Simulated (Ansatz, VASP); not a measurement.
**Ge in VASP and in Ansatz**

Contents of POSCAR:

```
Ge
1.0
    0.0000000000      2.8649631949      2.8649631949
    2.8649631949      0.0000000000      2.8649631949
    2.8649631949      2.8649631949      0.0000000000
Ge
2
Direct
    0.0000000000      0.0000000000      0.0000000000
    0.2500000000      0.2500000000      0.2500000000
```

The input INCAR.step1:

```
SYSTEM = Ge
PREC     = Accurate       ! precision mode
ENCUT    = 520            ! plane-wave cutoff, eV
ISMEAR   = -1             ! smearing method
SIGMA    = 0.02           ! smearing width, eV
LREAL    = .False.        ! projectors in reciprocal space
LASPH    = .True.         ! aspherical terms in the spheres
NELM     = 80             ! most SCF steps
NBANDS   = 21             ! bands
GGA      = PE             ! functional
ALGO     = Normal         ! electronic algorithm
EDIFF    = 1E-4           ! SCF threshold, eV
LWAVE    = .True.         ! write WAVECAR
LCHARG   = .False.        ! write CHGCAR
```

The input INCAR.step2:

```
SYSTEM = Ge
PREC     = Accurate       ! precision mode
ENCUT    = 520            ! plane-wave cutoff, eV
EDIFF    = 1E-6           ! SCF threshold, eV
ISMEAR   = -1             ! smearing method
SIGMA    = 0.02           ! smearing width, eV
LREAL    = .False.        ! projectors in reciprocal space
LASPH    = .True.         ! aspherical terms in the spheres
NELM     = 80             ! most SCF steps
ALGO     = Normal         ! electronic algorithm
ISIF     = 2              ! what is computed and relaxed
LWAVE    = .False.        ! write WAVECAR
LCHARG   = .False.        ! write CHGCAR
METAGGA  = R2SCAN         ! meta-GGA
LMIXTAU  = .True.       
NBANDS   = 21             ! bands
ISTART   = 1
```

The input KPOINTS:

```
Automatic mesh
0
Gamma
  6 6 6
  0 0 0
```

Input for Ansatz:

```yaml
crystal:
  lattice:
    - [0.0, 2.8649631949, 2.8649631949]
    - [2.8649631949, 0.0, 2.8649631949]
    - [2.8649631949, 2.8649631949, 0.0]
  atoms:
    - { symbol: Ge, position: [0.0, 0.0, 0.0] }
    - { symbol: Ge, position: [0.25, 0.25, 0.25] }
kpoints:
  mp_grid: { grid: [6, 6, 6] }
hamiltonian:
  xc: r2scan
scf:
  occupations: { method: fermi_dirac, width: 0.02 }
  n_extra_bands: 4
output:
  forces: true
  stress: true
  eigenvalues: true
```

Alike in both runs: task single point; functional r2SCAN; k mesh 6 × 6 × 6; occupations fermi-dirac, width 0.02 eV; no spin polarisation.

```csv
,VASP,Ansatz
version,VASP 6.6.1,Ansatz 0.2.0
potentials or method,"VASP PAW PBE potentials, release 64 (Ge_d)","plane waves, PAW"
plane-wave cutoff (eV),520,500
valence electrons in the cell,28,28
```

```tsv
	VASP	Ansatz	Ansatz less VASP
pressure (GPa)	-1.9	-2.0	-0.12
```

VASP's potentials were made for PBE, not for r2SCAN.
